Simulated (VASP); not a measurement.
Wanted: the native input for a VASP 6.6.1 run.

- Task: single point
- Functional: PBE
- Potentials or basis: VASP PAW PBE potentials, release 64 (Rh_pv, O)
- Cutoff: 520 eV
- k mesh: 6 × 6 × 1
- Occupations: gaussian, width 0.1 eV
- Spin: no spin polarisation
- Dipole correction: yes
- Further INCAR settings: ALGO = Normal; EDIFF = 1e-07; NBANDS = 105

The structure of Rh12O lies in POSCAR:

```
Rh12O
1.0
    5.4165863251      0.0000000000      0.0000000000
   -2.7082931626      4.6909013593      0.0000000000
    0.0000000000      0.0000000000     19.7966119230
Rh O
12 1
Direct
    0.3333333333      0.1666666667      0.2020547766
    0.3333333333      0.6666666667      0.2020547766
    0.8333333333      0.1666666667      0.2020547766
    0.8333333333      0.6666666667      0.2020547766
    0.1666666667      0.3333333333      0.3106031937
    0.1666666667      0.8333333333      0.3106031937
    0.6666666667      0.3333333333      0.3106031937
    0.6666666667      0.8333333333      0.3106031937
    0.0000000000      0.0000000000      0.4190925172
    0.0000000000      0.5000000000      0.4190925172
    0.5000000000      0.0000000000      0.4190925172
    0.5000000000      0.5000000000      0.4190925172
    0.3333333333      0.1666666667      0.4842774812
```

One way to write it, as run:

INCAR

```
SYSTEM = Rh12O
PREC     = Accurate       ! precision mode
ENCUT    = 520            ! plane-wave cutoff, eV
EDIFF    = 1E-7           ! SCF threshold, eV
ISMEAR   = 0              ! smearing method
SIGMA    = 0.1            ! smearing width, eV
LREAL    = .FALSE.        ! projectors in reciprocal space
LASPH    = .TRUE.         ! aspherical terms in the spheres
NELM     = 80             ! most SCF steps
ALGO     = Normal         ! electronic algorithm
ISIF     = 2              ! what is computed and relaxed
LWAVE    = .FALSE.        ! write WAVECAR
LCHARG   = .FALSE.        ! write CHGCAR
LDIPOL   = .TRUE.       
IDIPOL   = 3            
DIPOL    = 0.5 0.5 0.324
GGA      = PE             ! functional
NBANDS   = 105            ! bands
```

KPOINTS

```
Automatic mesh
0
G
  6 6 1
  0 0 0
```

Potentials or basis: VASP PAW PBE potentials, release 64 (Rh_pv, O).

The run is started by

```console
$ cat potpaw_PBE.64/Rh_pv/POTCAR potpaw_PBE.64/O/POTCAR > POTCAR
$ mpirun -np 1 vasp_std > vasp.out
```

It gave:

* Largest force: 0.483 eV/Å
* Band gap on the k mesh: zero (bands 93 and 94 overlap by 0.88 eV)

It took 16 min on 1 thread of AMD EPYC 7R43 64-Core Processor (Zen 3) (shared host), peak memory 0.61 GiB.
